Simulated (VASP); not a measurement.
# MnO2 in VASP: single point with PBE

Aim: the single point of MnO2 with PBE.

All numbers are computed with VASP 6.6.1; they aren't measurements. Logs are shortened: lines on timing, memory, paths and dates and some standing lists are left out, and cuts for length are marked.

## 1. The cell of the first run

The cell holds a sheet with vacuum, 3 atoms: a = 2.877 Å, b = 2.877 Å, c = 28.157 Å, α = 90.00°, β = 90.00°, γ = 120.00°.

The cell was generated, and may not be a known phase.

## 2. Single point, PBE, collinear spin, ferromagnetic start

Input file INCAR:

```
PREC = Accurate ; ENCUT = 520
EDIFF = 1E-6 ; ISMEAR = 0
SIGMA = 0.1 ; LREAL = False
LASPH = True ; NELM = 200
ALGO = Normal ; ISIF = 2
LWAVE = False ; LCHARG = True
ISPIN = 2 ; MAGMOM = 4 0 0
LORBIT = 11 ; LMAXMIX = 4
LDIPOL = True ; IDIPOL = 3
DIPOL = 0.5 0.5 0.301 ; GGA = PE
LELF = True ; LVHAR = True
LVACPOTAV = True ; NBANDS = 24
GGA_COMPAT = False ; NELMDL = -8
```

Input file KPOINTS:

```
Automatic mesh
0
Gamma
  6 6 1
```

Input file POSCAR:

```
MnO2
1.0
    2.8770382846      0.0000000000      0.0000000000
   -1.4385191423      2.4915882422      0.0000000000
    0.0000000000      0.0000000000     28.1568184800
Mn O
1 2
Direct
    0.6666666667      0.3333333333      0.3014277458
    0.0000000000      0.0000000000      0.3353392584
    0.3333333333      0.6666666667      0.2675159366
```

Potentials or basis: VASP PAW PBE potentials, release 64 (Mn_sv, O).

Launch:

```console
$ cat potpaw_PBE.64/Mn_sv/POTCAR potpaw_PBE.64/O/POTCAR > POTCAR
$ mpirun -np 1 vasp_std > vasp.out
```

OUTCAR:

```text
PREC = Accurate
   ENCUT = 520
   EDIFF = 1E-6
   ISMEAR = 0
   LREAL = False
   LASPH = True
   NELM = 200
   ISIF = 2
   ISPIN = 2
   LORBIT = 11
   GGA = PE
   NELMDL = -8

 ion  position               nearest neighbor table
   1  0.667  0.333  0.301-   2 1.92   2 1.92   2 1.92   3 1.92   3 1.92   3 1.92
   2  0.000  0.000  0.335-   1 1.92   1 1.92   1 1.92
   3  0.333  0.667  0.268-   1 1.92   1 1.92   1 1.92

  LATTYP: Found a hexagonal cell.
 ALAT       =     2.8770382846
 C/A-ratio  =     9.7867375039

  Lattice vectors:

 A1 = (   2.8770382846,   0.0000000000,   0.0000000000)
 A2 = (  -1.4385191423,   2.4915882422,   0.0000000000)
 A3 = (   0.0000000000,   0.0000000000,  28.1568184800)

Analysis of symmetry for initial positions (statically):
=====================================================================
 Subroutine PRICEL returns:
 Original cell was already a primitive cell.

 Routine SETGRP: Setting up the symmetry group for a
 hexagonal supercell.

 Subroutine GETGRP returns: Found 12 space group operations
 (whereof  6 operations were pure point group operations)
 out of a pool of 24 trial point group operations.

The static configuration has the point symmetry C_3v.
 The point group associated with its full space group is D_3d.

Analysis of symmetry for dynamics (positions and initial velocities):
=====================================================================
 Subroutine PRICEL returns:
 Original cell was already a primitive cell.

 Routine SETGRP: Setting up the symmetry group for a
 hexagonal supercell.

 Subroutine GETGRP returns: Found 12 space group operations
 (whereof  6 operations were pure point group operations)
 out of a pool of 24 trial point group operations.

The dynamic configuration has the point symmetry C_3v.
 The point group associated with its full space group is D_3d.

Analysis of structural, dynamic, and magnetic symmetry:
=====================================================================
 Subroutine PRICEL returns:
 Original cell was already a primitive cell.

 Routine SETGRP: Setting up the symmetry group for a
 hexagonal supercell.

 Subroutine GETGRP returns: Found 12 space group operations
 (whereof  6 operations were pure point group operations)
 out of a pool of 24 trial point group operations.

The overall configuration has the point symmetry C_3v.
 The point group associated with its full space group is D_3d.

 Subroutine INISYM returns: Found 12 space group operations
[... 109 lines left out ...]
   IVDW    =     0    specifies the selected vdW correction
   LEPSILON=     F    determine dielectric tensor
   LRPA    =     F    only Hartree local field effects (RPA)
 spin polarized calculation
 Gauss-broadening in eV      SIGMA  =   0.10
  energy-cutoff  :      520.00
  volume of cell :      201.84
 maximum number of plane-waves:      5481
 NGX is ok and might be reduce to    24
   NGX = 11   NGY = 11   NGZ =105

 dipolmoment           0.000000      0.000000     -0.000038 electrons x Angstroem

 number of electron      27.0000019 magnetization       3.0000251

 dipolmoment           0.000000      0.000000      0.000042 electrons x Angstroem

 Free energy of the ion-electron system (eV)
  ---------------------------------------------------
  ext. energy  EPLUGINS =         0.00000000
  ---------------------------------------------------
  free energy    TOTEN  =       -24.03250566 eV

  energy without entropy =      -24.03250566  energy(sigma->0) =      -24.03250566

 E-fermi :  -5.4025     XC(G=0):  -2.0986

 val. band max:       -5.8352616199   @ k =   0.1667   0.0000   0.0000
 cond. band min:      -4.7197559656   @ k =   0.0000   0.0000   0.0000
 fundamental gap:      1.1155056543
 Fermi energy:        -5.4025391250

 spin component 1

 k-point     1 :       0.0000    0.0000    0.0000
  band No.  band energies     occupation
      1     -87.2251      1.00000
      2     -55.8630      1.00000
      3     -55.8557      1.00000
      4     -55.8557      1.00000
      5     -25.0223      1.00000
      6     -22.9299      1.00000
[... 178 lines left out ...]
     23       9.0982      0.00000
     24       9.8299      0.00000
 Fermi energy:        -5.4025391250

 spin component 2

 k-point     1 :       0.0000    0.0000    0.0000
  band No.  band energies     occupation
      1     -84.0086      1.00000
      2     -52.7698      1.00000
      3     -52.7698      1.00000
      4     -52.5971      1.00000
      5     -24.8798      1.00000
      6     -22.8366      1.00000
[... 178 lines left out ...]
     23       9.2934      0.00000
     24       9.9610      0.00000

------------------------ aborting loop because EDIFF is reached ----------------------------------------

  FORCE on cell =-STRESS in cart. coord.  units (eV):
  Direction    XX          YY          ZZ          XY          YZ          ZX
  --------------------------------------------------------------------------------------
  -------------------------------------------------------------------------------------
  Total       -0.2665269     -0.2665269     -0.3168938      0.0000000      0.0000000      0.0000000
  in kB       -2.1156610     -2.1156610     -2.5154682      0.0000000      0.0000000      0.0000000
  external PRESSURE =      -2.2489300 kB  Pullay stress =       0.0000000 kB

 VOLUME and BASIS-vectors are now :
 -----------------------------------------------------------------------------
  energy-cutoff  :      520.00
  volume of cell :      201.84
      direct lattice vectors                 reciprocal lattice vectors
     2.877038285  0.000000000  0.000000000     0.347579664  0.200675213  0.000000000
    -1.438519142  2.491588242  0.000000000     0.000000000  0.401350425  0.000000000
     0.000000000  0.000000000 28.156818480     0.000000000  0.000000000  0.035515376

 POSITION                                       TOTAL-FORCE (eV/Angst)
 -----------------------------------------------------------------------------------
      1.43852      0.83053      8.48725         0.000000      0.000000      0.000000
      0.00000      0.00000      9.44209        -0.000000      0.000000     -0.011734
     -0.00000      1.66106      7.53240         0.000000      0.000000      0.011734
 -----------------------------------------------------------------------------------
    total drift:                               -0.000000      0.000000      0.017479

  FREE ENERGIE OF THE ION-ELECTRON SYSTEM (eV)
  ---------------------------------------------------
  free  energy   TOTEN  =       -24.0325056605 eV

  energy  without entropy=      -24.0325056605  energy(sigma->0) =      -24.03250566

 vacuum level on the upper side and lower side of the slab         1.924         1.923

 total charge

# of ion       s       p       d       tot
------------------------------------------
    1        2.194   6.102   4.435  12.731
    2        1.581   3.409   0.000   4.990
    3        1.581   3.409   0.000   4.990
--------------------------------------------------
tot          5.356  12.920   4.435  22.711

 magnetization (x)

# of ion       s       p       d       tot
------------------------------------------
    1        0.023   0.017   2.697   2.738
    2        0.003   0.030   0.000   0.034
    3        0.003   0.030   0.000   0.034
--------------------------------------------------
tot          0.030   0.078   2.697   2.805
```

stdout:

```text
POSCAR found type information on POSCAR MnO
 POSCAR found :  2 types and       3 ions
 scaLAPACK will be used
 LDA part: xc-table for (Slater+PW92), standard interpolation
 POSCAR, INCAR and KPOINTS ok, starting setup
 FFT: planning ... GRIDC
 FFT: planning ... GRID_SOFT
 FFT: planning ... GRID
 WAVECAR not read
 entering main loop
 -----------------------------------------------------------------------------
|                                                                             |
|           W    W    AA    RRRRR   N    N  II  N    N   GGGG   !!!           |
|           W    W   A  A   R    R  NN   N  II  NN   N  G    G  !!!           |
|           W    W  A    A  R    R  N N  N  II  N N  N  G       !!!           |
|           W WW W  AAAAAA  RRRRR   N  N N  II  N  N N  G  GGG   !            |
|           WW  WW  A    A  R   R   N   NN  II  N   NN  G    G                |
|           W    W  A    A  R    R  N    N  II  N    N   GGGG   !!!           |
|                                                                             |
|     Did not find any points to average over, which means that no vacuum     |
|     field-free region was found. Please increase the size of  your cell     |
|     in the dimension of the dipole correction to obtain accurate            |
|     workfunction values.                                                    |
|                                                                             |
 -----------------------------------------------------------------------------
```

Wall time 2.5 min (1 thread of Intel Xeon Platinum 8488C (Sapphire Rapids), shared host); peak memory 0.44 GiB.

Results:

| Property | Result |
| --- | --- |
| Free energy | -24.0325 eV |
| Largest force | 0.012 eV/Å |
| Band gap on the k mesh | 1.12 eV (least direct gap 1.13 eV) |
| Net moment | 3.00 μB per cell |
| Site moments | Mn +2.74; O +0.03 μB |
| Valence electrons inside the program's atomic spheres | Mn 12.73; O 4.99 |

Forces in eV/Å, atoms in the order of the input:
```
Mn   0.000  0.000  0.000
O    0.000  0.000 -0.012
O    0.000  0.000  0.012
```

Caveat: the k points lie up to 0.42 Å⁻¹ apart.
